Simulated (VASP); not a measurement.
# BiS (Fm-3m) in VASP: notebook

The runs below take BiS through single point, relaxation of cell and atoms, with PBE.

Everything below comes from runs of VASP 6.6.1. Logs are shortened: lines on timing, memory, paths and dates and some standing lists are left out, and cuts for length are marked.

## 1. The cell of the first run

Symmetry: Fm-3m, No. 225, cubic system. The conventional cell has a = 6.010 Å, b = 6.010 Å, c = 6.010 Å, α = 90.00°, β = 90.00°, γ = 90.00°. Bi (site symmetry m-3m) has 6 S at 3.01 Å within 4.0 Å. S (site symmetry m-3m) has 6 Bi at 3.01 Å within 4.0 Å.

The cell was built from a structure type or drawn by symmetry, and may not be a known phase.

## 2. Single point, PBE

File INCAR:

```
PREC     = Accurate       # precision mode
ENCUT    = 520            # plane-wave cutoff, eV
EDIFF    = 1E-7           # SCF threshold, eV
ISMEAR   = 0              # smearing method
SIGMA    = 0.1            # smearing width, eV
LREAL    = F              # projectors in reciprocal space
LASPH    = T              # aspherical terms in the spheres
NELM     = 80             # most SCF steps
ALGO     = Normal         # electronic algorithm
ISIF     = 2              # what is computed and relaxed
LWAVE    = F              # write WAVECAR
LCHARG   = F              # write CHGCAR
GGA      = PE             # functional
NBANDS   = 18             # bands
```

File KPOINTS:

```
regular mesh
0
Gamma
  6 6 6
```

File POSCAR:

```
BiS
1.0
    0.0000000000      3.0052171800      3.0052171800
    3.0052171800      0.0000000000      3.0052171800
    3.0052171800      3.0052171800      0.0000000000
Bi S
1 1
Direct
    0.0000000000      0.0000000000      0.0000000000
    0.5000000000      0.5000000000      0.5000000000
```

Potentials or basis: VASP PAW PBE potentials, release 64 (Bi_d, S).

Command:

```console
> cat potpaw_PBE.64/Bi_d/POTCAR potpaw_PBE.64/S/POTCAR > POTCAR
> mpirun -np 1 vasp_std > vasp.out
```

OUTCAR:

```text
PREC = Accurate
   ENCUT = 520
   EDIFF = 1E-7
   ISMEAR = 0
   LREAL = F
   LASPH = T
   NELM = 80
   ISIF = 2
   GGA = PE

 ion  position               nearest neighbor table
   1  0.000  0.000  0.000-   2 3.01   2 3.01   2 3.01   2 3.01   2 3.01   2 3.01
   2  0.500  0.500  0.500-   1 3.01   1 3.01   1 3.01   1 3.01   1 3.01   1 3.01

  LATTYP: Found a face centered cubic cell.
 ALAT       =     6.0104343600

  Lattice vectors:

 A1 = (   0.0000000000,   3.0052171800,   3.0052171800)
 A2 = (   3.0052171800,   0.0000000000,   3.0052171800)
 A3 = (   3.0052171800,   3.0052171800,   0.0000000000)

Analysis of symmetry for initial positions (statically):
=====================================================================
 Subroutine PRICEL returns:
 Original cell was already a primitive cell.

 Routine SETGRP: Setting up the symmetry group for a
 face centered cubic supercell.

 Subroutine GETGRP returns: Found 48 space group operations
 (whereof 48 operations were pure point group operations)
 out of a pool of 48 trial point group operations.

The static configuration has the point symmetry O_h .

Analysis of symmetry for dynamics (positions and initial velocities):
=====================================================================
 Subroutine PRICEL returns:
 Original cell was already a primitive cell.

 Routine SETGRP: Setting up the symmetry group for a
 face centered cubic supercell.

 Subroutine GETGRP returns: Found 48 space group operations
 (whereof 48 operations were pure point group operations)
 out of a pool of 48 trial point group operations.

The dynamic configuration has the point symmetry O_h .

 Subroutine INISYM returns: Found 48 space group operations
 (whereof 48 operations are pure point group operations),
 and found     1 'primitive' translations

----------------------------------------------------------------------------------------

                                     Primitive cell

  volume of cell :      54.2822

  direct lattice vectors                    reciprocal lattice vectors
     0.000000000  3.005217180  3.005217180    -0.166377327  0.166377327  0.166377327
     3.005217180  0.000000000  3.005217180     0.166377327 -0.166377327  0.166377327
     3.005217180  3.005217180  0.000000000     0.166377327  0.166377327 -0.166377327

  length of vectors
     4.250018894  4.250018894  4.250018894     0.288173983  0.288173983  0.288173983

  position of ions in fractional coordinates (direct lattice)
     0.000000000  0.000000000  0.000000000
     0.500000000  0.500000000  0.500000000

  ion indices of the primitive-cell ions
   primitive index   ion index
                 1           1
                 2           2

----------------------------------------------------------------------------------------

 KPOINTS: regular mesh

Automatic generation of k-mesh.
 Grid dimensions read from file:
 generate k-points for:    6    6    6

 Generating k-lattice:

  Cartesian coordinates                     Fractional coordinates (reciprocal lattice)
    -0.027729554  0.027729554  0.027729554     0.166666667  0.000000000  0.000000000
     0.027729554 -0.027729554  0.027729554     0.000000000  0.166666667  0.000000000
     0.027729554  0.027729554 -0.027729554     0.000000000  0.000000000  0.166666667

  Length of vectors
     0.048028997  0.048028997  0.048028997

  Shift w.r.t. Gamma in fractional coordinates (k-lattice)
     0.000000000  0.000000000  0.000000000

 Subroutine IBZKPT returns following result:
 ===========================================

 Found     16 irreducible k-points:

 Following reciprocal coordinates:
            Coordinates               Weight
  0.000000  0.000000  0.000000      1.000000
  0.166667  0.000000  0.000000      8.000000
  0.333333  0.000000  0.000000      8.000000
  0.500000  0.000000  0.000000      4.000000
  0.166667  0.166667  0.000000      6.000000
  0.333333  0.166667  0.000000     24.000000
[... 8 lines left out ...]
 -0.333333  0.333333  0.166667     24.000000
 -0.333333  0.500000  0.166667     12.000000
   k-points           NKPTS =     16   k-points in BZ     NKDIM =     16   number of bands    NBANDS=     18
   number of dos      NEDOS =    301   number of ions     NIONS =      2
   total plane-waves  NPLWV =  32768
   dimension x,y,z NGX =    32 NGY =   32 NGZ =   32
   dimension x,y,z NGXF=    64 NGYF=   64 NGZF=   64
   ions per type =               1   1
   NGX,Y,Z   is equivalent  to a cutoff of  12.52, 12.52, 12.52 a.u.
   NGXF,Y,Z  is equivalent  to a cutoff of  25.03, 25.03, 25.03 a.u.
 SYSTEM =  unknown system
   PREC   = accura    normal or accurate (medium, high low for compatibility)
   ISTART =      0    job   : 0-new  1-cont  2-samecut
   ICHARG =      2    charge: 1-file 2-atom 10-const
   ISPIN  =      1    spin polarized calculation?
   LNONCOLLINEAR =      F non collinear calculations
   LSORBIT =      F    spin-orbit coupling
   LASPH  =      T    aspherical Exc in radial PAW
   ENCUT  =  520.0 eV  38.22 Ry    6.18 a.u.   7.90  7.90  7.90*2*pi/ulx,y,z
   NELM   =     80;   NELMIN=  2; NELMDL= -5     # of ELM steps
   EDIFF  = 0.1E-06   stopping-criterion for ELM
   LREAL  =      F    real-space projection
   EDIFFG = 0.1E-05   stopping-criterion for IOM
   NSW    =      0    number of steps for IOM
   IBRION =     -1    ionic relax: 0-MD 1-quasi-New 2-CG
   NFREE  =      0    steps in history (QN), initial steepest desc. (CG)
   ISIF   =      2    stress and relaxation
   ISYM   =      2    0-nonsym 1-usesym 2-fastsym
   POTIM  = 0.5000    time-step for ionic-motion
   TEBEG  =    0.0;   TEEND  =   0.0 temperature during run
   PSTRESS=    0.0 pullay stress
   NELECT =      21.0000    total number of electrons
   NUPDOWN=      -1.0000    fix difference up-down
   EMIN   =  10.00;   EMAX   =-10.00  energy-range for DOS
   EFERMI =   0.00;   METHOD = LEGACY
   ISMEAR =     0;   SIGMA  =   0.10  broadening in eV -4-tet -1-fermi 0-gaus
   EFERMI_NEDOS =   21; number of points for ismear=-14 and -15
   IALGO  =     38    algorithm
   IMIX   =      4    mixing-type and parameters
     AMIX     =   0.40;   BMIX     =  1.00
     AMIX_MAG =   1.60;   BMIX_MAG =  1.00
  volume/ion in A,a.u.               =      27.14       183.16
[... 48 lines left out ...]
      2     -16.9636      2.00000
      3     -16.9636      2.00000
      4     -16.9547      2.00000
      5     -16.9547      2.00000
      6      -7.9677      2.00000
[... 10 lines left out ...]
     17      15.1804      0.00000
     18      15.5158      0.00000

 k-point     3 :       0.3333    0.0000    0.0000
  band No.  band energies     occupation
      1     -16.9647      2.00000
      2     -16.9647      2.00000
      3     -16.9629      2.00000
      4     -16.9492      2.00000
      5     -16.9492      2.00000
      6      -7.2746      2.00000
[... 10 lines left out ...]
     17      16.8005      0.00000
     18      18.1941      0.00000

 k-point     4 :       0.5000    0.0000    0.0000
  band No.  band energies     occupation
      1     -16.9664      2.00000
      2     -16.9664      2.00000
      3     -16.9620      2.00000
      4     -16.9453      2.00000
      5     -16.9453      2.00000
      6      -6.6570      2.00000
[... 10 lines left out ...]
     17      15.5599      0.00000
     18      17.3187      0.00000

 k-point     5 :       0.1667    0.1667    0.0000
  band No.  band energies     occupation
      1     -16.9678      2.00000
      2     -16.9600      2.00000
      3     -16.9600      2.00000
      4     -16.9598      2.00000
      5     -16.9523      2.00000
      6      -7.8884      2.00000
[... 10 lines left out ...]
     17      14.1724      0.00000
     18      14.4494      0.00000

 k-point     6 :       0.3333    0.1667    0.0000
  band No.  band energies     occupation
      1     -16.9677      2.00000
      2     -16.9642      2.00000
      3     -16.9583      2.00000
      4     -16.9541      2.00000
      5     -16.9476      2.00000
      6      -7.3574      2.00000
[... 10 lines left out ...]
     17      15.9785      0.00000
     18      16.1881      0.00000

 k-point     7 :       0.5000    0.1667    0.0000
  band No.  band energies     occupation
      1     -16.9691      2.00000
      2     -16.9608      2.00000
      3     -16.9604      2.00000
      4     -16.9504      2.00000
      5     -16.9448      2.00000
      6      -6.6512      2.00000
[... 10 lines left out ...]
     17      16.0865      0.00000
     18      17.3893      0.00000

 k-point     8 :      -0.3333    0.1667    0.0000
  band No.  band energies     occupation
      1     -16.9667      2.00000
      2     -16.9613      2.00000
      3     -16.9600      2.00000
      4     -16.9502      2.00000
      5     -16.9484      2.00000
      6      -6.8470      2.00000
[... 10 lines left out ...]
     17      16.2876      0.00000
     18      16.9525      0.00000

 k-point     9 :      -0.1667    0.1667    0.0000
  band No.  band energies     occupation
      1     -16.9636      2.00000
      2     -16.9630      2.00000
      3     -16.9597      2.00000
      4     -16.9583      2.00000
      5     -16.9501      2.00000
      6      -7.5703      2.00000
[... 10 lines left out ...]
     17      14.7572      0.00000
     18      17.3061      0.00000

 k-point    10 :       0.3333    0.3333    0.0000
  band No.  band energies     occupation
      1     -16.9733      2.00000
      2     -16.9720      2.00000
      3     -16.9485      2.00000
      4     -16.9485      2.00000
      5     -16.9473      2.00000
      6      -7.0677      2.00000
[... 10 lines left out ...]
     17      16.5142      0.00000
     18      16.5142      0.00000

 k-point    11 :       0.5000    0.3333    0.0000
  band No.  band energies     occupation
      1     -16.9764      2.00000
      2     -16.9691      2.00000
      3     -16.9497      2.00000
      4     -16.9467      2.00000
      5     -16.9438      2.00000
      6      -6.5943      2.00000
[... 10 lines left out ...]
     17      16.7931      0.00000
     18      17.1973      0.00000

 k-point    12 :      -0.3333    0.3333    0.0000
  band No.  band energies     occupation
      1     -16.9725      2.00000
      2     -16.9583      2.00000
      3     -16.9534      2.00000
      4     -16.9521      2.00000
      5     -16.9481      2.00000
      6      -6.4244      2.00000
[... 10 lines left out ...]
     17      16.7365      0.00000
     18      18.7251      0.00000

 k-point    13 :       0.5000    0.5000    0.0000
  band No.  band energies     occupation
      1     -16.9815      2.00000
      2     -16.9741      2.00000
      3     -16.9447      2.00000
      4     -16.9426      2.00000
      5     -16.9426      2.00000
      6      -6.5464      2.00000
[... 10 lines left out ...]
     17      17.8605      0.00000
     18      17.8605      0.00000

 k-point    14 :       0.5000    0.3333    0.1667
  band No.  band energies     occupation
      1     -16.9692      2.00000
      2     -16.9650      2.00000
      3     -16.9567      2.00000
      4     -16.9488      2.00000
      5     -16.9472      2.00000
      6      -6.8166      2.00000
[... 10 lines left out ...]
     17      15.8916      0.00000
     18      16.8549      0.00000

 k-point    15 :      -0.3333    0.3333    0.1667
  band No.  band energies     occupation
      1     -16.9707      2.00000
      2     -16.9601      2.00000
      3     -16.9554      2.00000
      4     -16.9530      2.00000
      5     -16.9450      2.00000
      6      -6.4238      2.00000
[... 10 lines left out ...]
     17      16.7967      0.00000
     18      17.7820      0.00000

 k-point    16 :      -0.3333    0.5000    0.1667
  band No.  band energies     occupation
      1     -16.9752      2.00000
      2     -16.9664      2.00000
      3     -16.9506      2.00000
      4     -16.9496      2.00000
      5     -16.9426      2.00000
      6      -6.3985      2.00000
[... 10 lines left out ...]
     17      17.8504      0.00000
     18      17.8752      0.00000

------------------------ aborting loop because EDIFF is reached ----------------------------------------

  FORCE on cell =-STRESS in cart. coord.  units (eV):
  Direction    XX          YY          ZZ          XY          YZ          ZX
  --------------------------------------------------------------------------------------
  -------------------------------------------------------------------------------------
  Total       -0.5033071     -0.5033071     -0.5033071      0.0000000      0.0000000     -0.0000000
  in kB      -14.8554570    -14.8554570    -14.8554570      0.0000000      0.0000000     -0.0000000
  external PRESSURE =     -14.8554570 kB  Pullay stress =       0.0000000 kB

 VOLUME and BASIS-vectors are now :
 -----------------------------------------------------------------------------
  energy-cutoff  :      520.00
  volume of cell :       54.28
      direct lattice vectors                 reciprocal lattice vectors
     0.000000000  3.005217180  3.005217180    -0.166377327  0.166377327  0.166377327
     3.005217180  0.000000000  3.005217180     0.166377327 -0.166377327  0.166377327
     3.005217180  3.005217180  0.000000000     0.166377327  0.166377327 -0.166377327

 POSITION                                       TOTAL-FORCE (eV/Angst)
 -----------------------------------------------------------------------------------
      0.00000      0.00000      0.00000         0.000000     -0.000000      0.000000
      3.00522      3.00522      3.00522        -0.000000      0.000000     -0.000000
 -----------------------------------------------------------------------------------
    total drift:                                0.000000     -0.000000     -0.000000

  FREE ENERGIE OF THE ION-ELECTRON SYSTEM (eV)
  ---------------------------------------------------
  free  energy   TOTEN  =        -8.0921551674 eV

  energy  without entropy=       -8.0736477883  energy(sigma->0) =       -8.08290148
```

Wall time 12 s (1 thread of AMD EPYC 9R14 (Zen 4), shared host); peak memory 0.15 GiB.

What came out:

```
Free energy            : -8.0922 eV
Pressure               : -1.5 GPa
Band gap on the k mesh : zero (an odd number of electrons rules out a gap without spin polarisation)
```

Caveat: spin-orbit coupling is left out, which moves the levels of the heavy elements.

## 3. Single point, PBE

This run uses another cell than the first one, of 26.38 Å³/atom.

File INCAR:

```
SYSTEM = BiS
PREC = Accurate
ENCUT = 520
EDIFF = 1E-7
ISMEAR = 0
SIGMA = 0.1
LREAL = .False.
LASPH = .True.
NELM = 80
ALGO = Normal
ISIF = 2
LWAVE = .False.
LCHARG = .False.
GGA = PE
NBANDS = 18
```

File KPOINTS:

```
regular mesh
0
Gamma
  16 16 16
  0 0 0
```

File POSCAR:

```
BiS
1.0
    0.0000000000      2.9767138960      2.9767138960
    2.9767138960      0.0000000000      2.9767138960
    2.9767138960      2.9767138960      0.0000000000
Bi S
1 1
Direct
    0.0000000000      0.0000000000      0.0000000000
    0.5000000000      0.5000000000      0.5000000000
```

Potentials or basis: VASP PAW PBE potentials, release 64 (Bi_d, S).

Command:

```console
> cat potpaw_PBE.64/Bi_d/POTCAR potpaw_PBE.64/S/POTCAR > POTCAR
> mpirun -np 1 vasp_std > vasp.out
```

Run time: 64 s. Hardware: 1 thread of AMD EPYC 9R14 (Zen 4), shared host; peak memory 0.24 GiB.

It converged, with:

| Quantity | Value |
| --- | --- |
| Free energy | -8.1442 eV |
| Pressure | -0.1 GPa |
| Band gap on the k mesh | zero (an odd number of electrons rules out a gap without spin polarisation) |

Levels at points of the mesh, in eV from the Fermi level:
```csv
k point,band 8,band 9,band 10,band 11,band 12,band 13
"(0.00, 0.00, 0.00)",-3.41,-3.41,-3.41,2.66,2.66,2.66
"(0.50, 0.00, 0.00)",-2.97,-2.97,-1.95,-1.45,-0.27,-0.27
"(0.50, 0.50, 0.00)",-6.52,-4.76,-4.76,2.49,3.42,3.42
```

Caveat: spin-orbit coupling is left out, which moves the levels of the heavy elements.

## 4. Relaxation of cell and atoms, PBE

File INCAR:

```
ALGO = Normal ; EDIFF = 1E-6
EDIFFG = -0.01 ; ENCUT = 600
GGA = PE ; IBRION = 2
ISIF = 3 ; ISMEAR = 0
LASPH = True ; LCHARG = False
LREAL = False ; LWAVE = False
NELM = 60 ; NSW = 100
PREC = Accurate ; SIGMA = 0.1
```

File KPOINTS:

```
k-points
0
Gamma
  16 16 16
```

File POSCAR:

```
BiS
1.0
    0.0000000000      3.0052171800      3.0052171800
    3.0052171800      0.0000000000      3.0052171800
    3.0052171800      3.0052171800      0.0000000000
Bi S
1 1
Direct
    0.0000000000      0.0000000000      0.0000000000
    0.5000000000      0.5000000000      0.5000000000
```

Command:

```console
> cat potpaw_PBE.64/Bi_d/POTCAR potpaw_PBE.64/S/POTCAR > POTCAR
> mpirun -np 1 vasp_std > vasp.out
```

Wall time 3.1 min (1 thread of AMD EPYC 9R14 (Zen 4), shared host); peak memory 0.28 GiB.

Results (log left out):

```
Free energy                           : -8.1445 eV
Relaxed volume                        : 26.38 Å³/atom
Relaxed cell                          : a = 4.210 Å, b = 4.210 Å, c = 4.210 Å, α = 60.00°, β = 60.00°, γ = 60.00°
Space group after relaxing (to 0.1 Å) : Fm-3m (No. 225)
Energy gained by relaxing             : 4.0 meV/atom
Ionic steps                           : 3
Pressure after relaxing               : 0.0 GPa
Band gap on the k mesh                : zero (an odd number of electrons rules out a gap without spin polarisation)
```

The path:
```
step  energy change (eV)  largest force (eV/Å)  pressure (GPa)  volume (Å³)
   1              0.0000                0.0000           -1.66        54.28
   2             -0.0066                0.0000            0.77        52.11
   3             -0.0081                0.0000            0.00        52.75
```

Final structure:
```
Bi S
1.0
     0.00000    2.97670    2.97670
     2.97670    0.00000    2.97670
     2.97670    2.97670    0.00000
Bi S
1 1
Direct
  0.00000 0.00000 0.00000
  0.50000 0.50000 0.50000
```

Levels at points of the mesh, in eV from the Fermi level:
```tsv
k point	band 6	band 7	band 8	band 9	band 10	band 11	band 12	band 13	band 14
(0.00, 0.00, 0.00)	-15.09	-8.89	-3.41	-3.41	-3.41	2.66	2.66	2.66	5.31
(0.50, 0.00, 0.00)	-13.45	-11.70	-2.97	-2.97	-1.95	-1.45	-0.27	-0.27	7.20
(0.50, 0.50, 0.00)	-13.32	-10.45	-6.52	-4.76	-4.76	2.49	3.42	3.42	3.77
```

Caveat: spin-orbit coupling is left out, which moves the levels of the heavy elements.

## 5. Summary

| task | cell | k mesh | cutoff (eV) | gap on the mesh (eV) | pressure (GPa) |
| --- | --- | --- | --- | --- | --- |
| single point | a = 4.250 Å, angles 60.0°, 2 atoms | 6 × 6 × 6 | 520 | none | -1.5 |
| single point | a = 4.210 Å, angles 60.0°, 2 atoms | 16 × 16 × 16 | 520 | none | -0.1 |
| relaxation of cell and atoms | relaxed from a = 4.250 Å, angles 60.0°, 2 atoms | 16 × 16 × 16 | 600 | none | 0.0 |

Alike in all rows: level PBE; potentials or basis VASP PAW PBE potentials, release 64 (Bi_d, S); no spin polarisation; smearing gaussian 0.1 eV.

Caveats: spin-orbit coupling is left out, which moves the levels of the heavy elements.

Total energies depend on the potentials used, so only differences within one code and one set of settings carry meaning.
